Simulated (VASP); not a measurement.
Here is a VASP 6.6.1 calculation.

The input POSCAR:

```
K
1.0
   -2.6487708286      2.6487708286      2.6487708286
    2.6487708286     -2.6487708286      2.6487708286
    2.6487708286      2.6487708286     -2.6487708286
K
1
Direct
    0.0000000000      0.0000000000      0.0000000000
```

File INCAR.step1:

```
PREC     = Accurate       # precision mode
ENCUT    = 520            # plane-wave cutoff, eV
EDIFF    = 1E-5           # SCF threshold, eV
ISMEAR   = -1             # smearing method
SIGMA    = 0.1            # smearing width, eV
LREAL    = F              # projectors in reciprocal space
LASPH    = T              # aspherical terms in the spheres
NELM     = 60             # most SCF steps
ALGO     = Normal         # electronic algorithm
ISIF     = 2              # what is computed and relaxed
LWAVE    = T              # write WAVECAR
LCHARG   = F              # write CHGCAR
GGA      = PE             # functional
NBANDS   = 10             # bands
```

The input INCAR.step2:

```
PREC     = Accurate       # precision mode
ENCUT    = 520            # plane-wave cutoff, eV
EDIFF    = 1E-6           # SCF threshold, eV
ISMEAR   = -1             # smearing method
SIGMA    = 0.1            # smearing width, eV
LREAL    = F              # projectors in reciprocal space
LASPH    = T              # aspherical terms in the spheres
NELM     = 60             # most SCF steps
ALGO     = Normal         # electronic algorithm
ISIF     = 2              # what is computed and relaxed
LWAVE    = F              # write WAVECAR
LCHARG   = F              # write CHGCAR
GGA      = PE             # functional
LHFCALC  = T              # exact exchange
HFSCREEN = 0.2079         # screening, 1/A
PRECFOCK = Normal       
ISTART   = 1            
NBANDS   = 10             # bands
```

File KPOINTS:

```
Automatic mesh
0
Gamma
  6 6 6
```

Potentials or basis: VASP PAW PBE potentials, release 64 (K_sv).

Launch:

```console
$ cat potpaw_PBE.64/K_sv/POTCAR > POTCAR
$ cp INCAR.step1 INCAR
$ mpirun -np 1 vasp_std > vasp.out
$ cp INCAR.step2 INCAR
$ mpirun -np 1 vasp_std > vasp.out
```

(1) Predict the band gap on the k mesh.

(2) Estimate the pressure.

Answers

(1) zero (an odd number of electrons rules out a gap without spin polarisation).

(2) 0.1 GPa.

Caveat: the PAW data sets were made with another functional, which shifts forces and pressure a little.
